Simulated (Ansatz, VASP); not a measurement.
One calculation of Ir2Rh3, two programs

```
Ir Rh
1.0
     2.73622    0.00000    0.00000
    -1.36811    2.36963    0.00000
     0.00000    0.00000   22.04597
Ir Rh
4 6
Direct
  0.33333 0.66667 0.94927
  0.33333 0.66667 0.15145
  0.66667 0.33333 0.84855
  0.66667 0.33333 0.05073
  0.33333 0.66667 0.74852
  0.33333 0.66667 0.35130
  0.33333 0.66667 0.54960
  0.66667 0.33333 0.25148
  0.66667 0.33333 0.45040
  0.66667 0.33333 0.64870
```

Alike in both runs: functional PBE; k mesh 18 × 18 × 2; occupations gaussian, width 0.1 eV; no spin polarisation.

Ansatz relaxed the structure, and its values are those at the end. VASP's run is a single point on that final structure, the one shown.

```csv
,VASP,Ansatz
version,VASP 6.6.1,Ansatz 0.2.0
potentials or method,"VASP PAW PBE potentials, release 64 (Ir, Rh_pv), cutoff 520 eV","scalar-relativistic, plane waves, PAW"
valence electrons in the cell,126,170
```

```csv
,VASP,Ansatz,Ansatz less VASP
gap on the k mesh at the Fermi level (eV),none,none,-
pressure (GPa),0.3,0.0,-0.27
rms of the force components (eV/Å),0.005,0.000,-0.0049
```

A gap of «none» marks a metal or a gap that the smearing closes. The functional is the same, so the differences come from potentials, cutoffs and numerics. VASP's potentials hold 126 valence electrons a cell and Ansatz's 170, so a difference there can come from the potentials and not from the codes.

Spin-orbit coupling is off throughout.
